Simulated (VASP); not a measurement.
# Ir (Fm-3m) in VASP: a series of runs

Runs on Ir. Level: LDA. Tasks: single point.

Program: VASP 6.6.1. These are calculated values, not measurements. Logs are shortened: lines on timing, memory, paths and dates and some standing lists are left out, and cuts for length are marked.

## 1. The cell of the first run

Symmetry: Fm-3m, No. 225, cubic system. The conventional cell has a = 3.734 Å, b = 3.734 Å, c = 3.734 Å, α = 90.00°, β = 90.00°, γ = 90.00°. Ir (site symmetry m-3m) has 12 Ir at 2.64 Å within 3.5 Å.

## 2. Single point, LDA (13.02 Å³/atom)

Input file INCAR:

```
SYSTEM = Ir
PREC     = Accurate       ! precision mode
ENCUT    = 520            ! plane-wave cutoff, eV
EDIFF    = 1E-6           ! SCF threshold, eV
ISMEAR   = -1             ! smearing method
SIGMA    = 0.08           ! smearing width, eV
LREAL    = .False.        ! projectors in reciprocal space
LASPH    = .True.         ! aspherical terms in the spheres
NELM     = 100            ! most SCF steps
ALGO     = Normal         ! electronic algorithm
ISIF     = 2              ! what is computed and relaxed
LWAVE    = .False.        ! write WAVECAR
LCHARG   = .True.         ! write CHGCAR
GGA      = CA             ! functional
LELF     = .True.         ! ELF
LVHAR    = .True.       
NBANDS   = 10             ! bands
```

Input file KPOINTS:

```
Automatic mesh
0
Gamma
  19 19 19
  0 0 0
```

Input file POSCAR:

```
Ir
1.0
    0.0000000000      1.8670287592      1.8670287592
    1.8670287592      0.0000000000      1.8670287592
    1.8670287592      1.8670287592      0.0000000000
Ir
1
Direct
    0.0000000000      0.0000000000      0.0000000000
```

Potentials or basis: VASP PAW LDA potentials, release 64 (Ir).

Launch:

```
$ cat potpaw_LDA.64/Ir/POTCAR > POTCAR
$ mpirun -np 1 vasp_std > vasp.out
```

OUTCAR:

```text
SYSTEM = Ir
   PREC = Accurate
   ENCUT = 520
   EDIFF = 1E-6
   ISMEAR = -1
   LREAL = .False.
   LASPH = .True.
   NELM = 100
   ISIF = 2
   GGA = CA

 ion  position               nearest neighbor table
   1  0.000  0.000  0.000-

  LATTYP: Found a face centered cubic cell.
 ALAT       =     3.7340575184

  Lattice vectors:

 A1 = (   0.0000000000,   1.8670287592,   1.8670287592)
 A2 = (   1.8670287592,   0.0000000000,   1.8670287592)
 A3 = (   1.8670287592,   1.8670287592,   0.0000000000)

Analysis of symmetry for initial positions (statically):
=====================================================================
 Subroutine PRICEL returns:
 Original cell was already a primitive cell.

 Routine SETGRP: Setting up the symmetry group for a
 face centered cubic supercell.

 Subroutine GETGRP returns: Found 48 space group operations
 (whereof 48 operations were pure point group operations)
 out of a pool of 48 trial point group operations.

The static configuration has the point symmetry O_h .

Analysis of symmetry for dynamics (positions and initial velocities):
=====================================================================
 Subroutine PRICEL returns:
 Original cell was already a primitive cell.

 Routine SETGRP: Setting up the symmetry group for a
 face centered cubic supercell.

 Subroutine GETGRP returns: Found 48 space group operations
 (whereof 48 operations were pure point group operations)
 out of a pool of 48 trial point group operations.

The dynamic configuration has the point symmetry O_h .

 Subroutine INISYM returns: Found 48 space group operations
 (whereof 48 operations are pure point group operations),
 and found     1 'primitive' translations

----------------------------------------------------------------------------------------

                                     Primitive cell

  volume of cell :      13.0162

  direct lattice vectors                    reciprocal lattice vectors
     0.000000000  1.867028759  1.867028759    -0.267805195  0.267805195  0.267805195
     1.867028759  0.000000000  1.867028759     0.267805195 -0.267805195  0.267805195
     1.867028759  1.867028759  0.000000000     0.267805195  0.267805195 -0.267805195

  length of vectors
     2.640377393  2.640377393  2.640377393     0.463852203  0.463852203  0.463852203

  position of ions in fractional coordinates (direct lattice)
     0.000000000  0.000000000  0.000000000

  ion indices of the primitive-cell ions
   primitive index   ion index
                 1           1

----------------------------------------------------------------------------------------

 KPOINTS: Automatic mesh

Automatic generation of k-mesh.
 Grid dimensions read from file:
 generate k-points for:   19   19   19

 Generating k-lattice:

  Cartesian coordinates                     Fractional coordinates (reciprocal lattice)
    -0.014095010  0.014095010  0.014095010     0.052631579  0.000000000  0.000000000
     0.014095010 -0.014095010  0.014095010     0.000000000  0.052631579  0.000000000
     0.014095010  0.014095010 -0.014095010     0.000000000  0.000000000  0.052631579

  Length of vectors
     0.024413274  0.024413274  0.024413274

  Shift w.r.t. Gamma in fractional coordinates (k-lattice)
     0.000000000  0.000000000  0.000000000

 Subroutine IBZKPT returns following result:
 ===========================================

 Found    220 irreducible k-points:

 Following reciprocal coordinates:
            Coordinates               Weight
  0.000000  0.000000  0.000000      1.000000
  0.052632  0.000000  0.000000      8.000000
  0.105263  0.000000  0.000000      8.000000
  0.157895  0.000000  0.000000      8.000000
  0.210526  0.000000  0.000000      8.000000
  0.263158  0.000000  0.000000      8.000000
[... 16 lines left out ...]
 -0.315789  0.052632  0.000000     24.000000
 -0.263158  0.052632  0.000000     24.000000
 [... further k-points ...]
   k-points           NKPTS =    220   k-points in BZ     NKDIM =    220   number of bands    NBANDS=     10
   number of dos      NEDOS =    301   number of ions     NIONS =      1
   total plane-waves  NPLWV =   8000
   dimension x,y,z NGX =    20 NGY =   20 NGZ =   20
   dimension x,y,z NGXF=    40 NGYF=   40 NGZF=   40
   ions per type =               1
   NGX,Y,Z   is equivalent  to a cutoff of  12.59, 12.59, 12.59 a.u.
   NGXF,Y,Z  is equivalent  to a cutoff of  25.19, 25.19, 25.19 a.u.
 SYSTEM =  Ir
   PREC   = accura    normal or accurate (medium, high low for compatibility)
   ISTART =      0    job   : 0-new  1-cont  2-samecut
   ICHARG =      2    charge: 1-file 2-atom 10-const
   ISPIN  =      1    spin polarized calculation?
   LNONCOLLINEAR =      F non collinear calculations
   LSORBIT =      F    spin-orbit coupling
   LASPH  =      T    aspherical Exc in radial PAW
   ENCUT  =  520.0 eV  38.22 Ry    6.18 a.u.   4.91  4.91  4.91*2*pi/ulx,y,z
   NELM   =    100;   NELMIN=  2; NELMDL= -5     # of ELM steps
   EDIFF  = 0.1E-05   stopping-criterion for ELM
   LREAL  =      F    real-space projection
   EDIFFG = 0.1E-04   stopping-criterion for IOM
   NSW    =      0    number of steps for IOM
   IBRION =     -1    ionic relax: 0-MD 1-quasi-New 2-CG
   NFREE  =      0    steps in history (QN), initial steepest desc. (CG)
   ISIF   =      2    stress and relaxation
   ISYM   =      2    0-nonsym 1-usesym 2-fastsym
   POTIM  = 0.5000    time-step for ionic-motion
   TEBEG  =    0.0;   TEEND  =   0.0 temperature during run
   PSTRESS=    0.0 pullay stress
   NELECT =       9.0000    total number of electrons
   NUPDOWN=      -1.0000    fix difference up-down
   EMIN   =  10.00;   EMAX   =-10.00  energy-range for DOS
   EFERMI =   0.00;   METHOD = LEGACY
   ISMEAR =    -1;   SIGMA  =   0.08  broadening in eV -4-tet -1-fermi 0-gaus
   EFERMI_NEDOS =   21; number of points for ismear=-14 and -15
   IALGO  =     38    algorithm
   IMIX   =      4    mixing-type and parameters
     AMIX     =   0.40;   BMIX     =  1.00
     AMIX_MAG =   1.60;   BMIX_MAG =  1.00
  volume/ion in A,a.u.               =      13.02        87.84
  Fermi-wavevector in a.u.,A,eV,Ry     =   1.447643  2.735648 28.513306  2.095669
  Thomas-Fermi vector in A             =   2.565574
   LORBIT       =      0    0 simple, 1 ext, 2 COOP (PROOUT), +10 PAW based schemes
   GGA     = CA    functional components
   LHFCALC =     F    Hartree Fock is set to
   AEXX    =    0.0000 exact exchange contribution
   IVDW    =     0    specifies the selected vdW correction
   LEPSILON=     F    determine dielectric tensor
   LRPA    =     F    only Hartree local field effects (RPA)
 non-spin polarized calculation
  energy-cutoff  :      520.00
  volume of cell :       13.02
 maximum number of plane-waves:       361
   NGX =  9   NGY =  9   NGZ =  9

 number of electron       8.9999999 magnetization

 Free energy of the ion-electron system (eV)
  ---------------------------------------------------
  ext. energy  EPLUGINS =         0.00000000
  ---------------------------------------------------
  free energy    TOTEN  =       -10.24189945 eV

  energy without entropy =      -10.22096354  energy(sigma->0) =      -10.23143149

 E-fermi :  11.8259     XC(G=0): -14.6243

 val. band max:       11.8042277099   @ k =   0.4211   0.1579   0.0526
 cond. band min:      11.8289086000   @ k =   0.4737   0.3684   0.0000
 fundamental gap:      0.0246808901
 Fermi energy:        11.8258650527

 k-point     1 :       0.0000    0.0000    0.0000
  band No.  band energies     occupation
      1      -0.1803      2.00000
      2       7.3988      2.00000
      3       7.3988      2.00000
      4       7.3988      2.00000
      5      10.5069      2.00000
      6      10.5069      2.00000
      7      25.9770      0.00000
      8      32.0284      0.00000
      9      32.0284      0.00000
     10      32.0284      0.00000

 k-point     2 :       0.0526    0.0000    0.0000
  band No.  band energies     occupation
      1      -0.0447      2.00000
      2       7.3222      2.00000
      3       7.4598      2.00000
      4       7.4598      2.00000
      5      10.4640      2.00000
      6      10.4640      2.00000
      7      26.2218      0.00000
      8      31.3332      0.00000
      9      32.2602      0.00000
     10      32.2602      0.00000

 k-point     3 :       0.1053    0.0000    0.0000
  band No.  band energies     occupation
      1       0.3482      2.00000
      2       7.1240      2.00000
      3       7.6225      2.00000
      4       7.6225      2.00000
      5      10.3659      2.00000
      6      10.3659      2.00000
      7      26.9008      0.00000
      8      29.9536      0.00000
      9      32.9369      0.00000
     10      32.9369      0.00000

 k-point     4 :       0.1579    0.0000    0.0000
  band No.  band energies     occupation
      1       0.9505      2.00000
      2       6.8935      2.00000
      3       7.8172      2.00000
      4       7.8172      2.00000
      5      10.3054      2.00000
      6      10.3054      2.00000
      7      27.7102      0.00000
      8      28.6471      0.00000
      9      34.0059      0.00000
     10      34.0059      0.00000

 k-point     5 :       0.2105    0.0000    0.0000
  band No.  band energies     occupation
      1       1.6607      2.00000
      2       6.7736      2.00000
      3       7.9264      2.00000
      4       7.9264      2.00000
      5      10.4230      2.00000
      6      10.4230      2.00000
      7      26.8888      0.00000
      8      28.9744      0.00000
      9      35.3810      0.00000
     10      35.3810      0.00000

 k-point     6 :       0.2632    0.0000    0.0000
  band No.  band energies     occupation
      1       2.3030      2.00000
      2       6.9619      2.00000
      3       7.8751      2.00000
      4       7.8751      2.00000
      5      10.8027      1.99999
      6      10.8027      1.99999
      7      25.5679      0.00000
      8      29.0907      0.00000
      9      36.8275      0.00000
     10      36.8296      0.00000
[... 183 lines left out ...]
 k-point    21 :      -0.4211    0.0526    0.0000
  band No.  band energies     occupation
      1       2.9371      2.00000
      2       7.2449      2.00000
      3       7.4204      2.00000
      4       9.8846      2.00000
      5      12.4738      0.00061
      6      13.3340      0.00000
      7      20.7567      0.00000
      8      26.0514      0.00000
      9      32.1791      0.00000
     10      33.1016      0.00000

 k-point    22 :      -0.3684    0.0526    0.0000
  band No.  band energies     occupation
      1       2.9555      2.00000
      2       7.3938      2.00000
      3       7.5409      2.00000
      4       8.8496      2.00000
      5      11.8788      0.68063
      6      12.8272      0.00001
      7      22.2346      0.00000
      8      26.7287      0.00000
      9      32.9275      0.00000
     10      34.4822      0.00000

 k-point    23 :      -0.3158    0.0526    0.0000
  band No.  band energies     occupation
      1       2.8852      2.00000
      2       7.5632      2.00000
      3       7.7208      2.00000
      4       7.7864      2.00000
      5      11.1871      1.99932
      6      12.1866      0.02178
      7      23.8237      0.00000
      8      27.8277      0.00000
      9      34.0627      0.00000
     10      36.3389      0.00000

 k-point    24 :      -0.2632    0.0526    0.0000
  band No.  band energies     occupation
      1       2.5880      2.00000
      2       6.9632      2.00000
      3       7.8110      2.00000
      4       7.9120      2.00000
      5      10.5374      2.00000
      6      11.5343      1.94907
      7      25.2670      0.00000
      8      28.9832      0.00000
      9      35.1461      0.00000
     10      36.0359      0.00000

 [... further k-points ...]
[... 5 lines left out ...]
  --------------------------------------------------------------------------------------
  -------------------------------------------------------------------------------------
  Total        2.6586179      2.6586179      2.6586179      0.0000000     -0.0000000      0.0000000
  in kB      327.2528935    327.2528935    327.2528935      0.0000000     -0.0000000      0.0000000
  external PRESSURE =     327.2528935 kB  Pullay stress =       0.0000000 kB

 VOLUME and BASIS-vectors are now :
 -----------------------------------------------------------------------------
  energy-cutoff  :      520.00
  volume of cell :       13.02
      direct lattice vectors                 reciprocal lattice vectors
     0.000000000  1.867028759  1.867028759    -0.267805195  0.267805195  0.267805195
     1.867028759  0.000000000  1.867028759     0.267805195 -0.267805195  0.267805195
     1.867028759  1.867028759  0.000000000     0.267805195  0.267805195 -0.267805195

 POSITION                                       TOTAL-FORCE (eV/Angst)
 -----------------------------------------------------------------------------------
      0.00000      0.00000      0.00000         0.000000      0.000000     -0.000000
 -----------------------------------------------------------------------------------
    total drift:                                0.000000      0.000000     -0.000000

  FREE ENERGIE OF THE ION-ELECTRON SYSTEM (eV)
  ---------------------------------------------------
  free  energy   TOTEN  =       -10.2418994480 eV

  energy  without entropy=      -10.2209635382  energy(sigma->0) =      -10.23143149
```

Wall time 35 s (1 thread of Intel Xeon 8259CL, shared host); peak memory 0.15 GiB.

Results:

* Free energy: -10.2419 eV
* Pressure: 32.7 GPa
* Band gap on the k mesh: zero (an odd number of electrons rules out a gap without spin polarisation)

Caveat: the cell stands under pressure; spin-orbit coupling is left out, which moves the levels of the heavy elements.

(Part 1 of 2 ends here.)

The gap in the log of VASP goes by the Fermi energy; the results here count the filled bands.